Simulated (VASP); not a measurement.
Wanted: the native input for a VASP 6.6.1 run.

```
Task                   : relaxation of cell and atoms
Functional             : PBE
Potentials or basis    : VASP PAW PBE potentials, release 64 (Ta_pv, Nb_sv, N)
Cutoff                 : 600 eV
k mesh                 : 12 × 12 × 12
Occupations            : gaussian, width 0.1 eV
Spin                   : no spin polarisation
Dipole correction      : no
Further INCAR settings : ALGO = Normal; EDIFF = 1e-07; IBRION = 2; EDIFFG = -0.01; NSW = 100; ISIF = 3
```

The structure of TaNb2N3 lies in POSCAR:

```
TaNb2N3
1.0
    2.5221047923      1.4561378807      4.3183601097
   -2.5221047923      1.4561378807      4.3183601097
    0.0000000000     -2.9122757615      4.3183601097
Ta Nb N
1 2 3
Direct
    0.5000000000      0.5000000000      0.5000000000
    0.7384103576      0.7384103576      0.7384103576
    0.2615896424      0.2615896424      0.2615896424
    0.0000000000      0.0000000000      0.5000000000
    0.5000000000      0.0000000000      0.0000000000
    0.0000000000      0.5000000000      0.0000000000
```

These files were run (other wordings do the same):

INCAR

```
SYSTEM = TaNb2N3
PREC     = Accurate       ! precision mode
ENCUT    = 600            ! plane-wave cutoff, eV
EDIFF    = 1E-7           ! SCF threshold, eV
ISMEAR   = 0              ! smearing method
SIGMA    = 0.1            ! smearing width, eV
LREAL    = .False.        ! projectors in reciprocal space
LASPH    = .True.         ! aspherical terms in the spheres
NELM     = 60             ! most SCF steps
ALGO     = Normal         ! electronic algorithm
ISIF     = 3              ! what is computed and relaxed
LWAVE    = .False.        ! write WAVECAR
LCHARG   = .False.        ! write CHGCAR
GGA      = PE             ! functional
IBRION   = 2              ! ionic algorithm
NSW      = 100            ! ionic steps
EDIFFG   = -0.01          ! ionic threshold
```

KPOINTS

```
regular mesh
0
Gamma
  12 12 12
  0 0 0
```

Potentials or basis: VASP PAW PBE potentials, release 64 (Ta_pv, Nb_sv, N).

Launch:

```sh
$ cat potpaw_PBE.64/Ta_pv/POTCAR potpaw_PBE.64/Nb_sv/POTCAR potpaw_PBE.64/N/POTCAR > POTCAR
$ mpirun -np 1 vasp_std > vasp.out
```

Results of the run:

| Item | Value |
| --- | --- |
| Relaxed volume | 15.82 Å³/atom |
| Relaxed cell | a = 5.207 Å, b = 5.207 Å, c = 5.207 Å, α = 57.84°, β = 57.84°, γ = 57.84° |
| Space group after relaxing (to 0.05 Å) | R-3m (No. 166) |
| Energy gained by relaxing | 0.0 meV/atom |
| Ionic steps | 5 |
| Pressure after relaxing | 0.0 GPa |
| Largest force after relaxing | 0.006 eV/Å |
| Band gap on the k mesh | zero (band 26 reaches 6.46 eV, above the bottom of band 27 at 5.91 eV) |

Caveat: spin-orbit coupling is left out, which moves the levels of the heavy elements.

Wall time 59 min on 1 thread of AMD EPYC 7R13 Processor (Zen 3), on a shared host, peak memory 0.72 GiB.
